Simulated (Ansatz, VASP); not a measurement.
## One calculation of Tl, two programs

File INCAR:

```
  PREC = Accurate
  ENCUT = 500
  EDIFF = 1E-6
  ISMEAR = 0
  SIGMA = 0.1
  LREAL = False
  LASPH = True
  NELM = 120
  ALGO = Normal
  ISIF = 2
  LWAVE = False
  LCHARG = False
  GGA = CA
  NBANDS = 12
  GGA_COMPAT = False
```

File KPOINTS:

```
Automatic mesh
0
Gamma
  6 6 6
```

The input POSCAR:

```
Tl
1.0
   -1.9410000000      1.9410000000      1.9410000000
    1.9410000000     -1.9410000000      1.9410000000
    1.9410000000      1.9410000000     -1.9410000000
Tl
1
Direct
    0.6570000000      0.8290000000      0.2230000000
```

Input for Ansatz:

```yaml
crystal:
  lattice:
    - [-1.941, 1.941, 1.941]
    - [1.941, -1.941, 1.941]
    - [1.941, 1.941, -1.941]
  atoms:
    - { symbol: Tl, position: [0.657, 0.829, 0.223] }
basis: {}
kpoints:
  mp_grid: { grid: [6, 6, 6] }
hamiltonian:
  xc: lda
scf:
  occupations: { method: gaussian, width: 0.1 }
output:
  forces: true
  stress: true
  eigenvalues: true
```

Alike in both runs: task single point; functional LDA; k mesh 6 × 6 × 6; occupations gaussian, width 0.1 eV; no spin polarisation.

```csv
,VASP,Ansatz
version,VASP 6.6.1,Ansatz 0.2.0
potentials or method,"VASP PAW LDA potentials, release 64 (Tl_d)","scalar-relativistic, plane waves, PAW"
plane-wave cutoff (eV),500,420
valence electrons in the cell,13,13
```

Ansatz gave:

| Quantity | Value |
| --- | --- |
| gap on the k mesh at the Fermi level (eV) | none |
| pressure (GPa) | -2.4 |

Q: What did VASP give for the same quantities?

A: gap on the k mesh at the Fermi level (eV): none; pressure (GPa): -2.3.

LDA's correlation is that of Perdew and Zunger in VASP and of Perdew and Wang (1992) in Ansatz. A gap of «none» marks a metal or a gap that the smearing closes.

The k mesh is coarse, so the values compare programs but aren't converged. Spin-orbit coupling is off throughout.
